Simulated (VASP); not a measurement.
# LiH (P6_3/mmc) in VASP: a series of runs

Aim: see how the results for LiH move with the level of theory and the settings. Levels: LDA, PBEsol. Tasks: single point.

Everything below comes from runs of VASP 6.6.1. Logs are shortened: lines on timing, memory, paths and dates and some standing lists are left out, and cuts for length are marked.

## Step 1: The cell of the first run

Symmetry: P6_3/mmc, No. 194, hexagonal system. The conventional cell has a = 3.255 Å, b = 3.255 Å, c = 4.069 Å, α = 90.00°, β = 90.00°, γ = 120.00°. Li (site symmetry -6m2) has 5 H at 1.88 to 2.03 Å within 2.5 Å. H (site symmetry -6m2) has 5 Li at 1.88 to 2.03 Å within 2.5 Å.

## Step 2: Single point, LDA

INCAR reads:

```
ALGO = Normal
EDIFF = 1E-6
ENCUT = 520
GGA = CA
ISIF = 2
ISMEAR = 0
LASPH = True
LCHARG = False
LREAL = False
LWAVE = False
NBANDS = 12
NELM = 80
PREC = Accurate
SIGMA = 0.01
```

KPOINTS reads:

```
k-points
0
Gamma
  12 12 6
```

POSCAR reads:

```
LiH
1.0
    3.2548234129      0.0000000001      0.0000000000
   -1.6274117065      2.8187597604      0.0000000000
    0.0000000000      0.0000000000      4.0690682529
Li H
2 2
Direct
    0.3333333333      0.6666666667      0.2500000000
    0.6666666667      0.3333333333      0.7500000000
    0.6666666667      0.3333333333      0.2500000000
    0.3333333333      0.6666666667      0.7500000000
```

Potentials or basis: VASP PAW LDA potentials, release 64 (Li_sv, H).

Run with:

```bash
cat potpaw_LDA.64/Li_sv/POTCAR potpaw_LDA.64/H/POTCAR > POTCAR
mpirun -np 1 vasp_std > vasp.out
```

OUTCAR:

```text
EDIFF = 1E-6
   ENCUT = 520
   GGA = CA
   ISIF = 2
   ISMEAR = 0
   LASPH = True
   LREAL = False
   NELM = 80
   PREC = Accurate

 ion  position               nearest neighbor table
   1  0.333  0.667  0.250-
   2  0.667  0.333  0.750-
   3  0.667  0.333  0.250-
   4  0.333  0.667  0.750-

  LATTYP: Found a hexagonal cell.
 ALAT       =     3.2548234129
 C/A-ratio  =     1.2501655963

  Lattice vectors:

 A1 = (   3.2548234129,   0.0000000001,   0.0000000000)
 A2 = (  -1.6274117065,   2.8187597604,   0.0000000000)
 A3 = (   0.0000000000,   0.0000000000,   4.0690682529)

Analysis of symmetry for initial positions (statically):
=====================================================================
 Subroutine PRICEL returns:
 Original cell was already a primitive cell.

 Routine SETGRP: Setting up the symmetry group for a
 hexagonal supercell.

 Subroutine GETGRP returns: Found 24 space group operations
 (whereof 12 operations were pure point group operations)
 out of a pool of 24 trial point group operations.

The static configuration has the point symmetry D_3d.
 The point group associated with its full space group is D_6h.

Analysis of symmetry for dynamics (positions and initial velocities):
=====================================================================
 Subroutine PRICEL returns:
 Original cell was already a primitive cell.

 Routine SETGRP: Setting up the symmetry group for a
 hexagonal supercell.

 Subroutine GETGRP returns: Found 24 space group operations
 (whereof 12 operations were pure point group operations)
 out of a pool of 24 trial point group operations.

The dynamic configuration has the point symmetry D_3d.
 The point group associated with its full space group is D_6h.

 Subroutine INISYM returns: Found 24 space group operations
 (whereof 12 operations are pure point group operations),
 and found     1 'primitive' translations

----------------------------------------------------------------------------------------

                                     Primitive cell

  volume of cell :      37.3319

  direct lattice vectors                    reciprocal lattice vectors
     3.254823413  0.000000000  0.000000000     0.307236330  0.177382978  0.000000000
    -1.627411706  2.818759760  0.000000000    -0.000000000  0.354765956  0.000000000
     0.000000000  0.000000000  4.069068253     0.000000000  0.000000000  0.245756507

[... 92 lines left out ...]
   NFREE  =      0    steps in history (QN), initial steepest desc. (CG)
   ISIF   =      2    stress and relaxation
   ISYM   =      2    0-nonsym 1-usesym 2-fastsym
   POTIM  = 0.5000    time-step for ionic-motion
   TEBEG  =    0.0;   TEEND  =   0.0 temperature during run
   PSTRESS=    0.0 pullay stress
   NELECT =       8.0000    total number of electrons
   NUPDOWN=      -1.0000    fix difference up-down
   EMIN   =  10.00;   EMAX   =-10.00  energy-range for DOS
   EFERMI =   0.00;   METHOD = LEGACY
   ISMEAR =     0;   SIGMA  =   0.01  broadening in eV -4-tet -1-fermi 0-gaus
   EFERMI_NEDOS =   21; number of points for ismear=-14 and -15
   IALGO  =     38    algorithm
   IMIX   =      4    mixing-type and parameters
     AMIX     =   0.40;   BMIX     =  1.00
     AMIX_MAG =   1.60;   BMIX_MAG =  1.00
  volume/ion in A,a.u.               =       9.33        62.98
  Fermi-wavevector in a.u.,A,eV,Ry     =   0.979666  1.851300 13.058128  0.959745
  Thomas-Fermi vector in A             =   2.110537
   LORBIT       =      0    0 simple, 1 ext, 2 COOP (PROOUT), +10 PAW based schemes
   GGA     = CA    functional components
   LHFCALC =     F    Hartree Fock is set to
   AEXX    =    0.0000 exact exchange contribution
   IVDW    =     0    specifies the selected vdW correction
   LEPSILON=     F    determine dielectric tensor
   LRPA    =     F    only Hartree local field effects (RPA)
 non-spin polarized calculation
 Gauss-broadening in eV      SIGMA  =   0.01
  energy-cutoff  :      520.00
  volume of cell :       37.33
 maximum number of plane-waves:      1038
   NGX = 13   NGY = 13   NGZ = 15

 number of electron       8.0000006 magnetization

 Free energy of the ion-electron system (eV)
  ---------------------------------------------------
  ext. energy  EPLUGINS =         0.00000000
  ---------------------------------------------------
  free energy    TOTEN  =       -12.81526022 eV

  energy without entropy =      -12.81526022  energy(sigma->0) =      -12.81526022

 E-fermi :  -0.0272     XC(G=0):  -8.2080

 val. band max:       -0.0721790001   @ k =   0.0000   0.0000   0.0000
 cond. band min:       1.3761282620   @ k =   0.3333   0.3333   0.0000
 fundamental gap:      1.4483072621
 Fermi energy:        -0.0271946833

 k-point     1 :       0.0000    0.0000    0.0000
  band No.  band energies     occupation
      1     -43.8884      2.00000
      2     -43.8237      2.00000
      3      -5.4427      2.00000
      4      -0.0722      2.00000
      5       2.6001      0.00000
      6      10.1799      0.00000
      7      10.1799      0.00000
      8      11.1900      0.00000
      9      12.8686      0.00000
     10      12.8686      0.00000
     11      14.7207      0.00000
     12      17.1981      0.00000
[... 331 lines left out ...]
 k-point    24 :       0.3333    0.0000    0.1667
  band No.  band energies     occupation
      1     -43.8660      2.00000
      2     -43.8337      2.00000
      3      -4.0334      2.00000
      4      -1.4440      2.00000
      5       4.1927      0.00000
      6       6.0101      0.00000
      7       7.5490      0.00000
      8       8.6847      0.00000
      9      12.1785      0.00000
     10      13.0542      0.00000
     11      13.6856      0.00000
     12      15.0224      0.00000

 [... further k-points ...]
[... 5 lines left out ...]
  --------------------------------------------------------------------------------------
  -------------------------------------------------------------------------------------
  Total       -0.5304668     -0.5304668     -0.5685290     -0.0000000     -0.0000000     -0.0000000
  in kB      -22.7660829    -22.7660829    -24.3996000     -0.0000000     -0.0000000     -0.0000000
  external PRESSURE =     -23.3105886 kB  Pullay stress =       0.0000000 kB

 VOLUME and BASIS-vectors are now :
 -----------------------------------------------------------------------------
  energy-cutoff  :      520.00
  volume of cell :       37.33
      direct lattice vectors                 reciprocal lattice vectors
     3.254823413  0.000000000  0.000000000     0.307236330  0.177382978  0.000000000
    -1.627411706  2.818759760  0.000000000    -0.000000000  0.354765956  0.000000000
     0.000000000  0.000000000  4.069068253     0.000000000  0.000000000  0.245756507

 POSITION                                       TOTAL-FORCE (eV/Angst)
 -----------------------------------------------------------------------------------
     -0.00000      1.87917      1.01727         0.000000     -0.000000      0.000000
      1.62741      0.93959      3.05180        -0.000000      0.000000      0.000000
      1.62741      0.93959      1.01727         0.000000     -0.000000      0.000000
     -0.00000      1.87917      3.05180        -0.000000      0.000000      0.000000
 -----------------------------------------------------------------------------------
    total drift:                               -0.000000      0.000000     -0.000000

  FREE ENERGIE OF THE ION-ELECTRON SYSTEM (eV)
  ---------------------------------------------------
  free  energy   TOTEN  =       -12.8152602156 eV

  energy  without entropy=      -12.8152602156  energy(sigma->0) =      -12.81526022
```

It took 18 s on 1 thread of AMD EPYC 7R13 (Zen 3), shared host; peak memory 0.11 GiB.

Results:

- Free energy: -12.8153 eV
- Band gap on the k mesh: 1.45 eV (least direct gap 2.67 eV)

Levels at points of the mesh, in eV from the valence-band top:
| k point | band 1 | band 2 | band 3 | band 4 | band 5 | band 6 | band 7 | band 8 | band 9 |
| --- | --- | --- | --- | --- | --- | --- | --- | --- | --- |
| (0.00, 0.00, 0.00) | -43.82 | -43.75 | -5.37 | 0.00 | 2.67 | 10.25 | 10.25 | 11.26 | 12.94 |
| (0.50, 0.00, 0.00) | -43.79 | -43.77 | -2.89 | -2.21 | 4.28 | 6.36 | 6.89 | 8.25 | 9.13 |
| (0.00, 0.00, 0.50) | -43.78 | -43.78 | -3.87 | -3.87 | 9.43 | 9.43 | 12.24 | 12.24 | 12.24 |
| (0.50, 0.00, 0.50) | -43.78 | -43.78 | -2.55 | -2.55 | 3.96 | 3.96 | 9.07 | 9.07 | 11.14 |

Caveat: the cutoff is under 1.25 times the usual one of these potentials, so pressure, stress and relaxed cells hold a basis-set (Pulay) error. A k mesh can miss the band edges.

## Step 3: Single point, PBEsol

This run uses another cell than the first one, of 9.16 Å³/atom.

INCAR reads:

```
SYSTEM = LiH
ALGO = Normal
EDIFF = 1E-7
ENCUT = 520
GGA = PS
ISIF = 2
ISMEAR = -1
LASPH = .TRUE.
LCHARG = .FALSE.
LREAL = .FALSE.
LWAVE = .FALSE.
NBANDS = 12
NELM = 100
PREC = Accurate
SIGMA = 0.02
```

KPOINTS reads:

```
k-points
0
G
  12 12 6
  0 0 0
```

POSCAR reads:

```
LiH
1.0
    3.2345267281      0.0000000001      0.0000000000
   -1.6172633641      2.8011823158      0.0000000000
    0.0000000000      0.0000000000      4.0430751479
Li H
2 2
Direct
    0.3333333333      0.6666666667      0.2500000000
    0.6666666667      0.3333333333      0.7500000000
    0.6666666667      0.3333333333      0.2500000000
    0.3333333333      0.6666666667      0.7500000000
```

Potentials or basis: VASP PAW PBE potentials, release 64 (Li_sv, H).

Run with:

```bash
cat potpaw_PBE.64/Li_sv/POTCAR potpaw_PBE.64/H/POTCAR > POTCAR
mpirun -np 1 vasp_std > vasp.out
```

Run time: 20 s. Hardware: 1 thread of AMD EPYC 7R13 (Zen 3), shared host; peak memory 0.12 GiB.

Results (log left out):

```yaml
Free_energy: -12.0943 eV
Band_gap_on_the_k_mesh: 1.52 eV (least direct gap 2.81 eV)
```

Levels at points of the mesh, in eV from the valence-band top:
```
           k point  band 1  band 2  band 3  band 4  band 5  band 6  band 7  band 8
(0.00, 0.00, 0.00)  -44.04  -43.98   -5.42    0.00    2.81   10.59   10.59   11.34
(0.50, 0.00, 0.00)  -44.01  -43.99   -2.90   -2.20    4.33    6.59    7.14    8.44
(0.00, 0.00, 0.50)  -44.01  -44.01   -3.89   -3.89    9.55    9.55   12.63   12.63
(0.50, 0.00, 0.50)  -44.00  -44.00   -2.54   -2.54    4.06    4.06    9.35    9.35
```

Caveat: the cutoff is under 1.25 times the usual one of these potentials, so pressure, stress and relaxed cells hold a basis-set (Pulay) error; the PAW data sets were made with another functional, which shifts forces and pressure a little. A k mesh can miss the band edges.
